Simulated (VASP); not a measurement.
A run of VASP 6.6.1:

POSCAR

```
Zr4C5
1.0
    3.3315451702      0.0000000000      0.0000000000
   -1.6657725851      2.8852027513      0.0000000000
    0.0000000000      0.0000000000     25.8807809628
C Zr
5 4
Direct
    0.6666666667      0.3333333333      0.2897903278
    0.3333333333      0.6666666667      0.3948951639
    0.0000000000      0.0000000000      0.5000000000
    0.6666666667      0.3333333333      0.6051048361
    0.3333333333      0.6666666667      0.7102096722
    0.0000000000      0.0000000000      0.3423427459
    0.6666666667      0.3333333333      0.4474475820
    0.3333333333      0.6666666667      0.5525524180
    0.0000000000      0.0000000000      0.6576572541
```

INCAR.step1

```
  PREC = Accurate
  ENCUT = 520
  ISMEAR = 0
  SIGMA = 0.1
  LREAL = F
  LASPH = T
  NELM = 60
  LDIPOL = T
  IDIPOL = 3
  DIPOL = 0.5 0.5 0.500
  NBANDS = 44
  GGA = PE
  ALGO = Normal
  EDIFF = 1E-4
  LWAVE = T
  LCHARG = F
```

Contents of INCAR.step2:

```
  PREC = Accurate
  ENCUT = 520
  EDIFF = 1E-7
  ISMEAR = 0
  SIGMA = 0.1
  LREAL = F
  LASPH = T
  NELM = 60
  ALGO = Normal
  ISIF = 2
  LWAVE = F
  LCHARG = T
  LDIPOL = T
  IDIPOL = 3
  DIPOL = 0.5 0.5 0.500
  METAGGA = R2SCAN
  LMIXTAU = T
  LELF = T
  LVHAR = T
  LVACPOTAV = T
  NBANDS = 44
  ISTART = 1
```

Contents of KPOINTS:

```
regular mesh
0
Gamma
  12 12 1
```

Potentials or basis: VASP PAW PBE potentials, release 64 (C, Zr_sv).

Command:

```sh
$ cat potpaw_PBE.64/C/POTCAR potpaw_PBE.64/Zr_sv/POTCAR > POTCAR
$ cp INCAR.step1 INCAR
$ mpirun -np 1 vasp_std > vasp.out
$ cp INCAR.step2 INCAR
$ mpirun -np 1 vasp_std > vasp.out
```

Hardware: 1 thread of Intel(R) Xeon(R) Platinum 8488C (Sapphire Rapids) (shared host).

Problem. Estimate the wall time of this run.

Solution. Run time: 17 min on 1 thread of Intel(R) Xeon(R) Platinum 8488C (Sapphire Rapids), with other jobs on the host, peak memory 0.5 GiB. Counts: k points 19.
